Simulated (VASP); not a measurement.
# WS2 (P6_3/mmc) in VASP: a series of runs, part 2 of 2

VASP 6.6.1. The steps go on from the part before.

**3. Single point, PBE+D3(BJ) (strain -0.040 along x and y, +0.040 along z)**

The input, INCAR:

```
ALGO     = Normal         # electronic algorithm
EDIFF    = 1E-7           # SCF threshold, eV
ENCUT    = 520            # plane-wave cutoff, eV
GGA      = PE             # functional
ISIF     = 2              # what is computed and relaxed
ISMEAR   = 0              # smearing method
IVDW     = 12             # dispersion correction
LASPH    = T              # aspherical terms in the spheres
LCHARG   = F              # write CHGCAR
LREAL    = F              # projectors in reciprocal space
LWAVE    = F              # write WAVECAR
NBANDS   = 35             # bands
NELM     = 100            # most SCF steps
PREC     = Accurate       # precision mode
SIGMA    = 0.05           # smearing width, eV
```

The input, KPOINTS:

```
k-points
0
Gamma
  12 12 4
```

The input, POSCAR:

```
WS2
1.0
    3.0280379359      0.0000000000      0.0000000000
   -1.5140189679      2.6223577761      0.0000000000
    0.0000000000      0.0000000000     12.6255054998
W S
2 4
Direct
    0.3333333333      0.6666666667      0.2500000000
    0.6666666667      0.3333333333      0.7500000000
    0.3333333333      0.6666666667      0.6202874207
    0.6666666667      0.3333333333      0.1202874207
    0.3333333333      0.6666666667      0.8797125793
    0.6666666667      0.3333333333      0.3797125793
```

Potentials or basis: VASP PAW PBE potentials, release 64 (W_sv, S).

The run is started by

```
$ cat potpaw_PBE.64/W_sv/POTCAR potpaw_PBE.64/S/POTCAR > POTCAR
$ mpirun -np 1 vasp_std > vasp.out
```

OUTCAR:

```text
EDIFF = 1E-7
   ENCUT = 520
   GGA = PE
   ISIF = 2
   ISMEAR = 0
   IVDW = 12
   LASPH = T
   LREAL = F
   NELM = 100
   PREC = Accurate
 IVDW          = 12

 ion  position               nearest neighbor table
   1  0.333  0.667  0.250-   4 2.40   6 2.40   4 2.40   6 2.40   4 2.40   6 2.40
   2  0.667  0.333  0.750-   3 2.40   5 2.40   3 2.40   5 2.40   3 2.40   5 2.40
   3  0.333  0.667  0.620-   2 2.40   2 2.40   2 2.40
   4  0.667  0.333  0.120-   1 2.40   1 2.40   1 2.40
   5  0.333  0.667  0.880-   2 2.40   2 2.40   2 2.40
   6  0.667  0.333  0.380-   1 2.40   1 2.40   1 2.40

  LATTYP: Found a hexagonal cell.
 ALAT       =     3.0280379359
 C/A-ratio  =     4.1695334626

  Lattice vectors:

 A1 = (   3.0280379359,   0.0000000000,   0.0000000000)
 A2 = (  -1.5140189679,   2.6223577761,   0.0000000000)
 A3 = (   0.0000000000,   0.0000000000,  12.6255054998)

Analysis of symmetry for initial positions (statically):
=====================================================================
 Subroutine PRICEL returns:
[... 185 lines left out ...]
 cond. band min:       8.8388057412   @ k =   0.1667   0.1667   0.0000
 fundamental gap:      1.1397439263
 Fermi energy:         7.9869861360

 k-point     1 :       0.0000    0.0000    0.0000
  band No.  band energies     occupation
      1     -66.2605      2.00000
      2     -66.2605      2.00000
      3     -30.6139      2.00000
      4     -30.6139      2.00000
      5     -30.2641      2.00000
      6     -30.2641      2.00000
[... 901 lines left out ...]
     34      12.4122      0.00000
     35      14.1526      0.00000

 [... further k-points ...]

------------------------ aborting loop because EDIFF is reached ----------------------------------------

 Edisp (eV)   -2.72396

 E8    (eV) :    -1.1448

  FORCE on cell =-STRESS in cart. coord.  units (eV):
  Direction    XX          YY          ZZ          XY          YZ          ZX
  --------------------------------------------------------------------------------------
  -------------------------------------------------------------------------------------
  Total       7.87006     7.87006    -2.52366     0.00000    -0.00000     0.00000
  in kB     125.77283   125.77283   -40.33111     0.00000    -0.00000     0.00000
  external pressure =       70.40 kB  Pullay stress =        0.00 kB

 VOLUME and BASIS-vectors are now :
 -----------------------------------------------------------------------------
  energy-cutoff  :      520.00
  volume of cell :      100.25
      direct lattice vectors                 reciprocal lattice vectors
     3.028037936  0.000000000  0.000000000     0.330246853  0.190668110  0.000000000
    -1.514018968  2.622357776  0.000000000     0.000000000  0.381336219  0.000000000
     0.000000000  0.000000000 12.625505500     0.000000000  0.000000000  0.079204749

 POSITION                                       TOTAL-FORCE (eV/Angst)
 -----------------------------------------------------------------------------------
     -0.00000      1.74824      3.15638        -0.000000      0.000000      0.000000
      1.51402      0.87412      9.46913         0.000000     -0.000000      0.000000
     -0.00000      1.74824      7.83144        -0.000000     -0.000000      0.252409
      1.51402      0.87412      1.51869         0.000000     -0.000000      0.252409
     -0.00000      1.74824     11.10682        -0.000000      0.000000     -0.252409
      1.51402      0.87412      4.79406         0.000000      0.000000     -0.252409
 -----------------------------------------------------------------------------------
    total drift:                               -0.000000      0.000000     -0.000000

  FREE ENERGIE OF THE ION-ELECTRON SYSTEM (eV)
  ---------------------------------------------------
  free  energy   TOTEN  =       -49.4356729999 eV

  energy  without entropy=      -49.4356729999  energy(sigma->0) =      -49.43567300
```

It took 7.2 min on 1 thread of AMD EPYC 7R13, shared host; peak memory 0.3 GiB.

What came out:

- Free energy: -49.4357 eV
- Pressure: 7.0 GPa
- Largest force: 0.252 eV/Å
- Band gap on the k mesh: 1.14 eV, indirect (least direct gap 2.07 eV)
- Dispersion energy per atom: -0.454 eV

Forces in eV/Å, atoms in the order of the input:
```
W    0.000  0.000  0.000
W    0.000  0.000  0.000
S    0.000  0.000  0.252
S    0.000  0.000  0.252
S    0.000  0.000 -0.252
S    0.000  0.000 -0.252
```

Levels at points of the mesh, in eV from the valence-band top:
```tsv
k point	band 22	band 23	band 24	band 25	band 26	band 27	band 28	band 29	band 30	band 31
(0.00, 0.00, 0.00)	-1.20	-1.20	-1.15	-1.15	-0.04	3.04	3.04	3.17	3.17	3.19
(0.50, 0.00, 0.00)	-2.70	-1.28	-1.22	-1.02	-0.82	3.09	3.54	3.57	3.57	3.64
(0.00, 0.00, 0.50)	-1.18	-1.18	-1.18	-0.41	-0.41	3.10	3.10	3.10	3.10	3.20
(0.50, 0.00, 0.50)	-2.82	-1.25	-1.25	-0.92	-0.92	3.38	3.38	3.55	3.55	3.92
```

Caveat: the cell differs from its parent crystal (strain -0.040 along x and y, +0.040 along z); spin-orbit coupling is left out, which moves the levels of the heavy elements.

**4. Single point, PBE+D3(BJ) (strain +0.000 along x and y, -0.040 along z)**

The input, INCAR:

```
SYSTEM = WS2
PREC = Accurate
ENCUT = 520
EDIFF = 1E-7
ISMEAR = 0
SIGMA = 0.05
LREAL = .False.
LASPH = .True.
NELM = 80
ALGO = Normal
ISIF = 2
LWAVE = .False.
LCHARG = .False.
GGA = PE
IVDW = 12
NBANDS = 35
```

The input, KPOINTS:

```
Automatic mesh
0
Gamma
  12 12 4
  0 0 0
```

Changes to POSCAR since step 3:

```diff
@@ -2,5 +2,5 @@
 1.0
-    3.0280379359      0.0000000000      0.0000000000
-   -1.5140189679      2.6223577761      0.0000000000
-    0.0000000000      0.0000000000     12.6255054998
+    3.1542061832      0.0000000000      0.0000000000
+   -1.5771030916      2.7316226834      0.0000000000
+    0.0000000000      0.0000000000     11.6543127690
 W S
```

The run is started by

```
$ cat potpaw_PBE.64/W_sv/POTCAR potpaw_PBE.64/S/POTCAR > POTCAR
$ mpirun -np 1 vasp_std > vasp.out
```

It took 7.5 min on 1 thread of AMD EPYC 7R13, shared host; peak memory 0.29 GiB.

It converged, with:

```yaml
Free_energy: -49.6190 eV
Pressure: 8.1 GPa
Largest_force: 1.273 eV/Å
Band_gap_on_the_k_mesh: 0.69 eV, indirect (least direct gap 1.65 eV)
Dispersion_energy_per_atom: -0.455 eV
```

Forces on the atoms (eV/Å):
```
W    0.000  0.000  0.000
W    0.000  0.000  0.000
S    0.000  0.000 -1.273
S    0.000  0.000 -1.273
S    0.000  0.000  1.273
S    0.000  0.000  1.273
```

Stress tensor (GPa, compression positive):
```
 5.00  0.00  0.00
 0.00  5.00  0.00
 0.00  0.00 14.20
```

Levels at points of the mesh, in eV from the valence-band top:
```csv
k point,band 23,band 24,band 25,band 26,band 27,band 28,band 29,band 30
"(0.00, 0.00, 0.00)",-2.84,-1.40,-1.35,0.00,1.93,1.93,1.93,1.93
"(0.50, 0.00, 0.00)",-2.62,-2.31,-2.20,-1.86,1.85,1.92,2.29,2.53
"(0.00, 0.00, 0.50)",-2.89,-2.89,-0.29,-0.29,1.91,1.91,1.91,1.91
"(0.50, 0.00, 0.50)",-2.47,-2.47,-1.99,-1.99,1.88,1.88,2.44,2.44
```

Caveat: the cell differs from its parent crystal (strain +0.000 along x and y, -0.040 along z); spin-orbit coupling is left out, which moves the levels of the heavy elements; forces of over 1 eV/Å act on the atoms, so gaps and moduli don't describe the material at rest. A k mesh can miss the band edges.

**5. The runs side by side**

```csv
cell,gap on the mesh (eV),pressure (GPa),largest force (eV/Å)
"a = 3.407, b = 3.407, c = 13.111 Å, angles 90.0, 90.0, 120.0°, 6 atoms",1.04,-23.4,2.86
"a = 3.028, b = 3.028, c = 12.626 Å, angles 90.0, 90.0, 120.0°, 6 atoms",1.14,7.0,0.25
"a = 3.154, b = 3.154, c = 11.654 Å, angles 90.0, 90.0, 120.0°, 6 atoms",0.69,8.1,1.27
```

Alike in all rows: task single point; level PBE+D3(BJ); potentials or basis VASP PAW PBE potentials, release 64 (W_sv, S); no spin polarisation; k mesh 12 × 12 × 4; cutoff (eV) 520; smearing gaussian 0.05 eV.

Caveats: spin-orbit coupling is left out, which moves the levels of the heavy elements; forces of over 1 eV/Å act on the atoms, so gaps and moduli don't describe the material at rest (some runs).

Absolute energies hang on the potentials; compare differences alone.
